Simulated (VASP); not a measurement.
# TaN (P-6m2) in VASP: settings compared

Aim: see how the results for TaN move with the level of theory and the settings. Levels: PBEsol, PBE. Tasks: single point.

Program: VASP 6.6.1. These are calculated values, not measurements. Logs are shortened: lines on timing, memory, paths and dates and some standing lists are left out, and cuts for length are marked.

### Step 1. The cell of the first run

The structure is hexagonal, space group P-6m2 (No. 187). Conventional cell: a = 2.924 Å, b = 2.924 Å, c = 2.871 Å, α = 90.00°, β = 90.00°, γ = 120.00°. Ta (site symmetry -6m2) has 6 N at 2.22 Å and 2 Ta at 2.87 Å within 2.9 Å. Within 2.9 Å of N (site symmetry -6m2) lie 6 Ta at 2.22 Å and 2 N at 2.87 Å.

### Step 2. Single point, PBEsol

INCAR reads:

```
SYSTEM = TaN
PREC = Accurate ; ENCUT = 520
EDIFF = 1E-7 ; ISMEAR = 0
SIGMA = 0.15 ; LREAL = .False.
LASPH = .True. ; NELM = 100
ALGO = Normal ; ISIF = 2
LWAVE = .False. ; LCHARG = .False.
GGA = PS ; NBANDS = 15
```

KPOINTS reads:

```
regular mesh
0
Gamma
  12 12 12
  0 0 0
```

POSCAR reads:

```
TaN
1.0
    2.9239890448      0.0000000000      0.0000000000
   -1.4619945224      2.5322487932      0.0000000000
    0.0000000000      0.0000000000      2.8707276425
Ta N
1 1
Direct
    0.3333333333      0.6666666667      0.5000000000
    0.0000000000      0.0000000000      0.0000000000
```

Potentials or basis: VASP PAW PBE potentials, release 64 (Ta_pv, N).

Started as:

```bash
$ cat potpaw_PBE.64/Ta_pv/POTCAR potpaw_PBE.64/N/POTCAR > POTCAR
$ mpirun -np 1 vasp_std > vasp.out
```

OUTCAR:

```text
SYSTEM = TaN
   PREC = Accurate
   ENCUT = 520
   EDIFF = 1E-7
   ISMEAR = 0
   LREAL = .False.
   LASPH = .True.
   NELM = 100
   ISIF = 2
   GGA = PS

 ion  position               nearest neighbor table
   1  0.333  0.667  0.500-   2 2.22   2 2.22   2 2.22   2 2.22   2 2.22   2 2.22
   2  0.000  0.000  0.000-   1 2.22   1 2.22   1 2.22   1 2.22   1 2.22   1 2.22

  LATTYP: Found a hexagonal cell.
 ALAT       =     2.9239890448
 C/A-ratio  =     0.9817846779

  Lattice vectors:

 A1 = (   2.9239890448,   0.0000000000,   0.0000000000)
 A2 = (  -1.4619945224,   2.5322487932,   0.0000000000)
 A3 = (   0.0000000000,   0.0000000000,   2.8707276425)

Analysis of symmetry for initial positions (statically):
=====================================================================
 Subroutine PRICEL returns:
 Original cell was already a primitive cell.

 Routine SETGRP: Setting up the symmetry group for a
 hexagonal supercell.

 Subroutine GETGRP returns: Found 12 space group operations
 (whereof 12 operations were pure point group operations)
 out of a pool of 24 trial point group operations.

The static configuration has the point symmetry D_3h.

Analysis of symmetry for dynamics (positions and initial velocities):
=====================================================================
 Subroutine PRICEL returns:
 Original cell was already a primitive cell.

 Routine SETGRP: Setting up the symmetry group for a
 hexagonal supercell.

 Subroutine GETGRP returns: Found 12 space group operations
 (whereof 12 operations were pure point group operations)
 out of a pool of 24 trial point group operations.

The dynamic configuration has the point symmetry D_3h.

 Subroutine INISYM returns: Found 12 space group operations
 (whereof 12 operations are pure point group operations),
 and found     1 'primitive' translations

----------------------------------------------------------------------------------------

                                     Primitive cell

  volume of cell :      21.2556

  direct lattice vectors                    reciprocal lattice vectors
     2.923989045  0.000000000  0.000000000     0.341998545  0.197452952  0.000000000
    -1.461994522  2.532248793  0.000000000     0.000000000  0.394905904  0.000000000
     0.000000000  0.000000000  2.870727642     0.000000000  0.000000000  0.348343739

  length of vectors
     2.923989045  2.923989045  2.870727642     0.394905904  0.394905904  0.348343739
[... 85 lines left out ...]
   IBRION =     -1    ionic relax: 0-MD 1-quasi-New 2-CG
   NFREE  =      0    steps in history (QN), initial steepest desc. (CG)
   ISIF   =      2    stress and relaxation
   ISYM   =      2    0-nonsym 1-usesym 2-fastsym
   POTIM  = 0.5000    time-step for ionic-motion
   TEBEG  =    0.0;   TEEND  =   0.0 temperature during run
   PSTRESS=    0.0 pullay stress
   NELECT =      16.0000    total number of electrons
   NUPDOWN=      -1.0000    fix difference up-down
   EMIN   =  10.00;   EMAX   =-10.00  energy-range for DOS
   EFERMI =   0.00;   METHOD = LEGACY
   ISMEAR =     0;   SIGMA  =   0.15  broadening in eV -4-tet -1-fermi 0-gaus
   EFERMI_NEDOS =   21; number of points for ismear=-14 and -15
   IALGO  =     38    algorithm
   IMIX   =      4    mixing-type and parameters
     AMIX     =   0.40;   BMIX     =  1.00
     AMIX_MAG =   1.60;   BMIX_MAG =  1.00
  volume/ion in A,a.u.               =      10.63        71.72
  Fermi-wavevector in a.u.,A,eV,Ry     =   1.489213  2.814204 30.174390  2.217755
  Thomas-Fermi vector in A             =   2.602150
   LORBIT       =      0    0 simple, 1 ext, 2 COOP (PROOUT), +10 PAW based schemes
   GGA     = PS    functional components
   LHFCALC =     F    Hartree Fock is set to
   AEXX    =    0.0000 exact exchange contribution
   IVDW    =     0    specifies the selected vdW correction
   LEPSILON=     F    determine dielectric tensor
   LRPA    =     F    only Hartree local field effects (RPA)
 non-spin polarized calculation
 Gauss-broadening in eV      SIGMA  =   0.15
  energy-cutoff  :      520.00
  volume of cell :       21.26
 maximum number of plane-waves:       599
 NGX is ok and might be reduce to    24
   NGX = 11   NGY = 11   NGZ = 11

 number of electron      16.0000000 magnetization

 Free energy of the ion-electron system (eV)
  ---------------------------------------------------
  ext. energy  EPLUGINS =         0.00000000
  ---------------------------------------------------
  free energy    TOTEN  =       -23.80632888 eV

  energy without entropy =      -23.80564097  energy(sigma->0) =      -23.80598492

 E-fermi :   8.2590     XC(G=0): -13.5810

 val. band max:        8.1841048994   @ k =   0.0000   0.0000   0.4167
 cond. band min:       8.3779948175   @ k =   0.0833  -0.0000   0.5000
 fundamental gap:      0.1938899181
 Fermi energy:         8.2590332759

 k-point     1 :       0.0000    0.0000    0.0000
  band No.  band energies     occupation
      1     -26.5028      2.00000
      2     -26.2281      2.00000
      3     -26.2281      2.00000
      4      -9.6045      2.00000
      5       3.6170      2.00000
      6       3.6170      2.00000
      7       3.9451      2.00000
      8       5.3089      2.00000
      9      10.5610      0.00000
     10      11.8966      0.00000
     11      11.8966      0.00000
     12      12.2955      0.00000
     13      12.2955      0.00000
     14      21.3347      0.00000
[... 401 lines left out ...]
      2     -26.4509      2.00000
      3     -26.4075      2.00000
      4      -7.8182      2.00000
      5       0.5734      2.00000
      6       3.2159      2.00000
      7       4.6121      2.00000
      8       5.3795      2.00000
      9      10.9232      0.00000
     10      11.3067      0.00000
     11      12.9822      0.00000
     12      13.2162      0.00000
     13      15.2861      0.00000
     14      21.4717      0.00000
     15      21.7486      0.00000

 [... further k-points ...]
[... 5 lines left out ...]
  --------------------------------------------------------------------------------------
  -------------------------------------------------------------------------------------
  Total        0.0994808      0.0994808      0.1373100      0.0000000      0.0000000      0.0000000
  in kB        7.4985215      7.4985215     10.3499625      0.0000000      0.0000000      0.0000000
  external PRESSURE =       8.4490019 kB  Pullay stress =       0.0000000 kB

 VOLUME and BASIS-vectors are now :
 -----------------------------------------------------------------------------
  energy-cutoff  :      520.00
  volume of cell :       21.26
      direct lattice vectors                 reciprocal lattice vectors
     2.923989045  0.000000000  0.000000000     0.341998545  0.197452952  0.000000000
    -1.461994522  2.532248793  0.000000000     0.000000000  0.394905904  0.000000000
     0.000000000  0.000000000  2.870727642     0.000000000  0.000000000  0.348343739

 POSITION                                       TOTAL-FORCE (eV/Angst)
 -----------------------------------------------------------------------------------
     -0.00000      1.68817      1.43536         0.000000     -0.000000      0.000000
      0.00000      0.00000      0.00000        -0.000000      0.000000      0.000000
 -----------------------------------------------------------------------------------
    total drift:                                0.000000     -0.000000     -0.000000

  FREE ENERGIE OF THE ION-ELECTRON SYSTEM (eV)
  ---------------------------------------------------
  free  energy   TOTEN  =       -23.8063288808 eV

  energy  without entropy=      -23.8056409670  energy(sigma->0) =      -23.80598492
```

Wall time 19 s (1 thread of Intel Xeon 6975P-C, shared host); peak memory 0.17 GiB.

Results:

| Quantity | Value |
| --- | --- |
| Free energy | -23.8063 eV |
| Pressure | 0.8 GPa |
| Band gap on the k mesh | zero (band 8 reaches 8.45 eV, above the bottom of band 9 at 8.13 eV) |

Levels at points of the mesh, in eV from the Fermi level:
| k point | band 5 | band 6 | band 7 | band 8 | band 9 | band 10 | band 11 | band 12 |
| --- | --- | --- | --- | --- | --- | --- | --- | --- |
| (0.00, 0.00, 0.00) | -4.64 | -4.64 | -4.31 | -2.95 | 2.30 | 3.64 | 3.64 | 4.04 |
| (0.50, 0.00, 0.00) | -8.41 | -5.29 | -3.58 | -3.21 | 3.02 | 4.11 | 5.27 | 5.39 |
| (0.00, 0.00, 0.50) | -9.49 | -3.81 | -3.81 | -0.13 | -0.13 | 2.45 | 3.32 | 3.32 |
| (0.50, 0.00, 0.50) | -7.44 | -6.28 | -5.79 | -0.34 | 4.23 | 5.45 | 6.17 | 7.20 |

Caveat: the PAW data sets were made with another functional, which shifts forces and pressure a little; spin-orbit coupling is left out, which moves the levels of the heavy elements.

### Step 3. Single point, PBE (functional PBE, strained)

INCAR reads:

```
SYSTEM = TaN
PREC = Accurate
ENCUT = 520
EDIFF = 1E-7
ISMEAR = 0
SIGMA = 0.1
LREAL = .FALSE.
LASPH = .TRUE.
NELM = 100
ALGO = Normal
ISIF = 2
LWAVE = .FALSE.
LCHARG = .FALSE.
GGA = PE
NBANDS = 15
```

KPOINTS reads:

```
regular mesh
0
G
  18 18 14
  0 0 0
```

POSCAR reads:

```
TaN
1.0
    2.9595343900      0.0000000000      0.0000000000
   -1.4797671950      2.5630319652      0.0000000000
    0.0000000000      0.0000000000      2.9041323900
Ta N
1 1
Direct
    0.3333333333      0.6666666667      0.5000000000
    0.0000000000      0.0000000000      0.0000000000
```

Potentials or basis: VASP PAW PBE potentials, release 64 (Ta_pv, N).

Started as:

```bash
$ cat potpaw_PBE.64/Ta_pv/POTCAR potpaw_PBE.64/N/POTCAR > POTCAR
$ mpirun -np 1 vasp_std > vasp.out
```

Wall time 44 s (1 thread of Intel Xeon 6975P-C (Granite Rapids), shared host); peak memory 0.22 GiB.

It converged, with:

```
Free energy            : -22.4453 eV
Pressure               : -2.2 GPa
Band gap on the k mesh : zero (band 8 reaches 8.24 eV, above the bottom of band 9 at 7.95 eV)
```

Stress tensor (GPa, compression positive):
```
-2.33  0.00  0.00
 0.00 -2.33  0.00
 0.00  0.00 -1.89
```

Levels at points of the mesh, in eV from the Fermi level:
```
           k point  band 6  band 7  band 8  band 9  band 10  band 11
(0.00, 0.00, 0.00)   -4.46   -4.10   -2.89    2.05     3.49     3.49
(0.50, 0.00, 0.00)   -5.08   -3.38   -3.14    2.93     3.90     5.10
(0.00, 0.00, 0.50)   -3.67   -3.67   -0.08   -0.08     2.34     3.27
(0.50, 0.00, 0.50)   -6.09   -5.55   -0.40    4.01     5.19     5.85
```

Caveat: the cell differs from its parent crystal (functional PBE, strained); spin-orbit coupling is left out, which moves the levels of the heavy elements.

### Step 4. Single point, PBEsol (strained)

INCAR reads:

```
SYSTEM = TaN
PREC     = Accurate       ! precision mode
ENCUT    = 520            ! plane-wave cutoff, eV
EDIFF    = 1E-6           ! SCF threshold, eV
ISMEAR   = 0              ! smearing method
SIGMA    = 0.1            ! smearing width, eV
LREAL    = .False.        ! projectors in reciprocal space
LASPH    = .True.         ! aspherical terms in the spheres
NELM     = 100            ! most SCF steps
ALGO     = Normal         ! electronic algorithm
ISIF     = 2              ! what is computed and relaxed
LWAVE    = .False.        ! write WAVECAR
LCHARG   = .False.        ! write CHGCAR
GGA      = PS             ! functional
NBANDS   = 15             ! bands
```

KPOINTS reads:

```
regular mesh
0
Gamma
  18 18 14
  0 0 0
```

POSCAR reads:

```
TaN
1.0
    2.9907653179      0.0000000000      0.0000000000
   -1.4953826589      2.5900787421      0.0000000000
    0.0000000000      0.0000000000      3.0212686800
Ta N
1 1
Direct
    0.3333333333      0.6666666667      0.5000000000
    0.0000000000      0.0000000000      0.0000000000
```

Started as:

```bash
$ cat potpaw_PBE.64/Ta_pv/POTCAR potpaw_PBE.64/N/POTCAR > POTCAR
$ mpirun -np 1 vasp_std > vasp.out
```

Run time: 38 s. Hardware: 1 thread of Intel Xeon 6975P-C (Granite Rapids), shared host; peak memory 0.22 GiB.

It converged, with:

- Free energy: -23.5788 eV
- Pressure: -28.3 GPa
- Band gap on the k mesh: zero (band 8 reaches 7.43 eV, above the bottom of band 9 at 7.12 eV)

Stress tensor (GPa, compression positive):
```
-22.22   0.00   0.00
  0.00 -22.22   0.00
  0.00   0.00 -40.49
```

Levels at points of the mesh, in eV from the Fermi level:
```tsv
k point	band 6	band 7	band 8	band 9	band 10	band 11
(0.00, 0.00, 0.00)	-3.95	-3.92	-2.92	1.88	3.12	3.12
(0.50, 0.00, 0.00)	-4.97	-3.15	-2.81	2.60	3.83	4.64
(0.00, 0.00, 0.50)	-3.19	-3.19	-0.08	-0.08	1.84	3.27
(0.50, 0.00, 0.50)	-5.85	-5.00	-0.56	3.63	4.95	5.16
```

Caveat: the cell differs from its parent crystal (strained); the PAW data sets were made with another functional, which shifts forces and pressure a little; spin-orbit coupling is left out, which moves the levels of the heavy elements.

### Step 5. Overview

```csv
level,cell,k mesh,smearing,gap on the mesh (eV),pressure (GPa)
PBEsol,"a = 2.924, b = 2.924, c = 2.871 Å, angles 90.0, 90.0, 120.0°, 2 atoms",12 × 12 × 12,gaussian 0.15 eV,none,0.8
PBE,"a = 2.960, b = 2.960, c = 2.904 Å, angles 90.0, 90.0, 120.0°, 2 atoms",18 × 18 × 14,gaussian 0.1 eV,none,-2.2
PBEsol,"a = 2.991, b = 2.991, c = 3.021 Å, angles 90.0, 90.0, 120.0°, 2 atoms",18 × 18 × 14,gaussian 0.1 eV,none,-28.3
```

Alike in all rows: task single point; potentials or basis VASP PAW PBE potentials, release 64 (Ta_pv, N); no spin polarisation; cutoff (eV) 520.

Caveats: spin-orbit coupling is left out, which moves the levels of the heavy elements; the PAW data sets were made with another functional, which shifts forces and pressure a little (some runs).

Total energies depend on the potentials used, so only differences within one code and one set of settings carry meaning.
